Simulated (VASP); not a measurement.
Set up this calculation in VASP 6.6.1, as the native input.

```
Task                   : single point
Functional             : PBE
Potentials or basis    : VASP PAW PBE potentials, release 64 (Te, Mo_sv)
Cutoff                 : 520 eV
k mesh                 : 3 × 6 × 1
Occupations            : fermi-dirac, width 0.05 eV
Spin                   : no spin polarisation
Hubbard terms          : Mo d U = 6.0 eV
Dipole correction      : no
Further INCAR settings : ALGO = Normal; EDIFF = 1e-07; NBANDS = 35
```

The structure of Te2Mo lies in POSCAR:

```
Te2Mo
1.0
    6.3616090156      0.0000000000      0.0000000000
    0.0000000000      3.4804030600      0.0000000000
   -0.0857412231      0.0000000000     36.1758904685
Te Mo
4 2
Direct
    0.4292511000      0.7500000000      0.5407035800
    0.5707489000      0.2500000000      0.4592964200
    0.9208478700      0.2500000000      0.5565273200
    0.0791521300      0.7500000000      0.4434726800
    0.1813475600      0.2500000000      0.4974653700
    0.8186524400      0.7500000000      0.5025346300
```

The input as run:

INCAR

```
SYSTEM = Te2Mo
PREC     = Accurate       ! precision mode
ENCUT    = 520            ! plane-wave cutoff, eV
EDIFF    = 1E-7           ! SCF threshold, eV
ISMEAR   = -1             ! smearing method
SIGMA    = 0.05           ! smearing width, eV
LREAL    = .False.        ! projectors in reciprocal space
LASPH    = .True.         ! aspherical terms in the spheres
NELM     = 150            ! most SCF steps
ALGO     = Normal         ! electronic algorithm
ISIF     = 2              ! what is computed and relaxed
LWAVE    = .False.        ! write WAVECAR
LCHARG   = .False.        ! write CHGCAR
LMAXMIX  = 4              ! l up to which the mixer works
LDAU     = .True.         ! DFT+U
LDAUTYPE = 2            
LDAUL    = -1 2           ! shell
LDAUU    = 0 6            ! U, eV
LDAUJ    = 0 0          
LDAUPRINT= 1            
GGA      = PE             ! functional
NBANDS   = 35             ! bands
```

KPOINTS

```
regular mesh
0
Gamma
  3 6 1
  0 0 0
```

Potentials or basis: VASP PAW PBE potentials, release 64 (Te, Mo_sv).

Command:

```console
$ cat potpaw_PBE.64/Te/POTCAR potpaw_PBE.64/Mo_sv/POTCAR > POTCAR
$ mpirun -np 1 vasp_std > vasp.out
```

It gave:

| Item | Value |
| --- | --- |
| Largest force | 0.601 eV/Å |
| Band gap on the k mesh | 0.18 eV (least direct gap 0.58 eV) |

Caveat: there is no dipole correction, which matters where the two faces differ; semilocal functionals underestimate gaps, and a narrow one can read as zero; spin-orbit coupling is left out, which moves the levels of the heavy elements; the U is typed as a test and isn't derived for this compound.

Wall time 13 min on 1 thread of AMD EPYC 7R13 (shared host), peak memory 0.78 GiB.
